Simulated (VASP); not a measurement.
# GaSb (I-4m2) in VASP: density of states with PBEsol

Aim: the density of states of GaSb with PBEsol.

Program: VASP 6.6.1. These are calculated values, not measurements. Logs are shortened: lines on timing, memory, paths and dates and some standing lists are left out, and cuts for length are marked.

**1. The cell of the first run**

Symmetry: I-4m2, No. 119, tetragonal system. Conventional cell: a = 5.507 Å, b = 5.507 Å, c = 3.181 Å, α = 90.00°, β = 90.00°, γ = 90.00°. Within 3.8 Å of Ga (site symmetry -4m2) lie 8 Sb at 2.87 to 3.64 Å and 2 Ga at 3.18 Å. Sb (site symmetry -4m2) has 8 Ga at 2.87 to 3.64 Å and 2 Sb at 3.18 Å within 3.8 Å.

**2. Density of states, PBEsol**

POSCAR reads:

```
GaSb
1.0
   -2.7534340000      2.7534340000      1.5907070000
    2.7534340000     -2.7534340000      1.5907070000
    2.7534340000      2.7534340000     -1.5907070000
Ga Sb
1 1
Direct
    0.2500000000      0.7500000000      0.5000000000
    0.0000000000      0.0000000000      0.0000000000
```

INCAR.step1 reads:

```
SYSTEM = GaSb
ALGO = Normal
EDIFF = 1E-6
ENCUT = 400
GGA = PS
GGA_COMPAT = .False.
ISIF = 2
ISMEAR = -1
LASPH = .True.
LCHARG = .True.
LORBIT = 11
LREAL = .False.
LWAVE = .False.
NBANDS = 16
NEDOS = 2001
NELM = 120
PREC = Accurate
SIGMA = 0.1
```

KPOINTS.step1 reads:

```
k-points
0
Gamma
  8 8 8
  0 0 0
```

INCAR.step2 reads:

```
SYSTEM = GaSb
ALGO = Normal
EDIFF = 1E-6
ENCUT = 400
GGA = PS
GGA_COMPAT = .False.
ICHARG = 11
ISIF = 2
ISMEAR = -5
LASPH = .True.
LCHARG = .False.
LORBIT = 11
LREAL = .False.
LWAVE = .False.
NEDOS = 2001
NELM = 120
PREC = Accurate
SIGMA = 0.1
```

KPOINTS.step2 reads:

```
k-points
0
Gamma
  12 12 12
  0 0 0
```

Potentials or basis: VASP PAW PBE potentials, release 64 (Ga_d, Sb).

On the command line:

```sh
$ cat potpaw_PBE.64/Ga_d/POTCAR potpaw_PBE.64/Sb/POTCAR > POTCAR
$ cp INCAR.step1 INCAR
$ cp KPOINTS.step1 KPOINTS
$ mpirun -np 1 vasp_std > vasp.out
$ cp INCAR.step2 INCAR
$ cp KPOINTS.step2 KPOINTS
$ mpirun -np 1 vasp_std > vasp.out
```

OUTCAR:

```text
SYSTEM = GaSb
   EDIFF = 1E-6
   ENCUT = 400
   GGA = PS
   ICHARG = 11
   ISIF = 2
   ISMEAR = -5
   LASPH = .True.
   LORBIT = 11
   LREAL = .False.
   NELM = 120
   PREC = Accurate

 ion  position               nearest neighbor table
   1  0.250  0.750  0.500-   2 2.87   2 2.87   2 2.87   2 2.87
   2  0.000  0.000  0.000-   1 2.87   1 2.87   1 2.87   1 2.87

  LATTYP: Found a body centered tetragonal cell.
 ALAT       =     5.5068680000
 C/A-ratio  =     0.5777174975

  Lattice vectors:

 A1 = (  -2.7534340000,   2.7534340000,   1.5907070000)
 A2 = (   2.7534340000,  -2.7534340000,   1.5907070000)
 A3 = (   2.7534340000,   2.7534340000,  -1.5907070000)

Analysis of symmetry for initial positions (statically):
=====================================================================
 Subroutine PRICEL returns:
 Original cell was already a primitive cell.

 Routine SETGRP: Setting up the symmetry group for a
 body centered tetragonal supercell.

 Subroutine GETGRP returns: Found  8 space group operations
 (whereof  8 operations were pure point group operations)
 out of a pool of 16 trial point group operations.

The static configuration has the point symmetry D_2d.

Analysis of symmetry for dynamics (positions and initial velocities):
=====================================================================
 Subroutine PRICEL returns:
 Original cell was already a primitive cell.

 Routine SETGRP: Setting up the symmetry group for a
 body centered tetragonal supercell.

 Subroutine GETGRP returns: Found  8 space group operations
 (whereof  8 operations were pure point group operations)
 out of a pool of 16 trial point group operations.

The dynamic configuration has the point symmetry D_2d.

 Subroutine INISYM returns: Found  8 space group operations
 (whereof  8 operations are pure point group operations),
 and found     1 'primitive' translations

----------------------------------------------------------------------------------------

                                     Primitive cell

  volume of cell :      48.2391

  direct lattice vectors                    reciprocal lattice vectors
    -2.753434000  2.753434000  1.590707000     0.000000000  0.181591424  0.314325643
     2.753434000 -2.753434000  1.590707000     0.181591424  0.000000000  0.314325643
     2.753434000  2.753434000 -1.590707000     0.181591424  0.181591424  0.000000000

  length of vectors
     4.206322187  4.206322187  4.206322187     0.363009717  0.363009717  0.256809054

  position of ions in fractional coordinates (direct lattice)
[... 93 lines left out ...]
   NUPDOWN=      -1.0000    fix difference up-down
   EMIN   =  10.00;   EMAX   =-10.00  energy-range for DOS
   EFERMI =   0.00;   METHOD = LEGACY
   ISMEAR =    -5;   SIGMA  =   0.10  broadening in eV -4-tet -1-fermi 0-gaus
   EFERMI_NEDOS =   21; number of points for ismear=-14 and -15
   IALGO  =     38    algorithm
   IMIX   =      4    mixing-type and parameters
     AMIX     =   0.40;   BMIX     =  1.00
     AMIX_MAG =   1.60;   BMIX_MAG =  1.00
  volume/ion in A,a.u.               =      24.12       162.77
  Fermi-wavevector in a.u.,A,eV,Ry     =   1.178598  2.227228 18.899772  1.389094
  Thomas-Fermi vector in A             =   2.314924
   LORBIT       =     11    0 simple, 1 ext, 2 COOP (PROOUT), +10 PAW based schemes
   GGA     = PS    functional components
   LHFCALC =     F    Hartree Fock is set to
   AEXX    =    0.0000 exact exchange contribution
   IVDW    =     0    specifies the selected vdW correction
   LEPSILON=     F    determine dielectric tensor
   LRPA    =     F    only Hartree local field effects (RPA)
 non-spin polarized calculation
 Fermi weights with tetrahedron method with Bloechl corrections
  energy-cutoff  :      400.00
  volume of cell :       48.24
 maximum number of plane-waves:       890

 number of electron      17.9999982 magnetization

 Free energy of the ion-electron system (eV)
  ---------------------------------------------------
  ext. energy  EPLUGINS =         0.00000000
  ---------------------------------------------------
  free energy    TOTEN  =        -7.86377813 eV

  energy without entropy =       -7.86377813  energy(sigma->0) =       -7.86377813

 E-fermi :   6.4309     XC(G=0): -10.3613

 val. band max:        6.5164963638   @ k =  -0.1667   0.3333   0.1667
 cond. band min:       6.3308612881   @ k =  -0.3333  -0.4167   0.0833
 fundamental gap:     -0.1856350757
 Fermi energy:         6.4308960079

 k-point     1 :       0.0000    0.0000    0.0000
  band No.  band energies     occupation
      1      -8.4937      2.00000
      2      -8.4099      2.00000
      3      -8.4009      2.00000
      4      -8.3812      2.00000
      5      -8.3811      2.00000
      6      -5.5375      2.00000
      7       3.4584      2.00000
      8       4.5536      2.00000
      9       4.5536      2.00000
     10       9.8088      0.00000
     11      11.4110      0.00000
     12      13.5006      0.00000
     13      13.5070      0.00000
[... 354 lines left out ...]
  band No.  band energies     occupation
      1      -8.4326      2.00000
      2      -8.4205      2.00000
      3      -8.4112      2.00000
      4      -8.4040      2.00000
      5      -8.3829      2.00000
      6      -3.7985      2.00000
      7       0.8122      2.00000
      8       4.5344      2.00000
      9       5.7763      1.90097
     10       7.8595      0.00000
     11       9.5648      0.00000
     12      10.0789      0.00000
     13      11.9777      0.00000

 [... further k-points ...]
[... 5 lines left out ...]
  --------------------------------------------------------------------------------------
  -------------------------------------------------------------------------------------
  Total       -0.7091907     -0.7091907     -0.8767998      0.0000000      0.0000000      0.0000000
  in kB      -23.5545115    -23.5545115    -29.1213502      0.0000000      0.0000000      0.0000000
  external PRESSURE =     -25.4101244 kB  Pullay stress =       0.0000000 kB

 VOLUME and BASIS-vectors are now :
 -----------------------------------------------------------------------------
  energy-cutoff  :      400.00
  volume of cell :       48.24
      direct lattice vectors                 reciprocal lattice vectors
    -2.753434000  2.753434000  1.590707000     0.000000000  0.181591424  0.314325643
     2.753434000 -2.753434000  1.590707000     0.181591424  0.000000000  0.314325643
     2.753434000  2.753434000 -1.590707000     0.181591424  0.181591424  0.000000000

 POSITION                                       TOTAL-FORCE (eV/Angst)
 -----------------------------------------------------------------------------------
      2.75343      0.00000      0.79535         0.000000      0.000000      0.000000
      0.00000      0.00000      0.00000        -0.000000     -0.000000     -0.000000
 -----------------------------------------------------------------------------------
    total drift:                                0.000000     -0.000000     -0.000000

  FREE ENERGIE OF THE ION-ELECTRON SYSTEM (eV)
  ---------------------------------------------------
  free  energy   TOTEN  =        -7.8637781294 eV

  energy  without entropy=       -7.8637781294  energy(sigma->0) =       -7.86377813

 total charge

# of ion       s       p       d       tot
------------------------------------------
    1        1.007   0.550   9.953  11.510
    2        1.193   1.163   0.035   2.392
--------------------------------------------------
tot          2.200   1.714   9.988  13.902
```

OUTCAR.step1:

```text
SYSTEM = GaSb
   EDIFF = 1E-6
   ENCUT = 400
   GGA = PS
   ISIF = 2
   ISMEAR = -1
   LASPH = .True.
   LORBIT = 11
[... 680 lines left out ...]
    total drift:                                0.000000     -0.000000      0.000000

  FREE ENERGIE OF THE ION-ELECTRON SYSTEM (eV)
  ---------------------------------------------------
  free  energy   TOTEN  =        -7.8865103181 eV

  energy  without entropy=       -7.8611689918  energy(sigma->0) =       -7.87383965

 total charge

# of ion       s       p       d       tot
------------------------------------------
    1        1.004   0.549   9.953  11.506
    2        1.195   1.164   0.035   2.394
--------------------------------------------------
tot          2.199   1.713   9.989  13.900
```

It took 2.2 min on 1 thread of Intel Xeon 8259CL, shared host; peak memory 0.21 GiB.

What came out:

```
Valence electrons inside the program's atomic spheres : Ga 11.51; Sb 2.39
```

Caveat: the PAW data sets were made with another functional, which shifts forces and pressure a little; spin-orbit coupling is left out, which moves the levels of the heavy elements; tetrahedron occupations give inexact forces and stress in metals.
